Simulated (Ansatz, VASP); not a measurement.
**One calculation of C, two programs**

```xyz
2
Lattice="0.0000 1.7858 1.7858 1.7858 0.0000 1.7858 1.7858 1.7858 0.0000" Properties=species:S:1:pos:R:3 pbc="T T T"
C     0.0000    0.0000    0.0000
C     0.8929    0.8929    0.8929
```

Alike in both runs: task electric field gradients; functional PBE; k mesh 13 × 13 × 13; occupations fermi-dirac, width 0.05 eV; no spin polarisation.

|  | VASP | Ansatz |
| --- | --- | --- |
| version | VASP 6.6.1 | Ansatz 0.2.0 |
| potentials or method | VASP PAW PBE potentials, release 64 (C), cutoff 520 eV | all-electron PAW with datasets made for the crystal, scalar-relativistic |

Ansatz gave:

```
gap on the k mesh at the Fermi level (eV) : 4.14
pressure (GPa)                            : 0.0
```

Task: Which values does VASP return?

Result: gap on the k mesh at the Fermi level (eV): 4.13; pressure (GPa): 0.7.

Ansatz ran all-electron here, and VASP with PAW potentials.
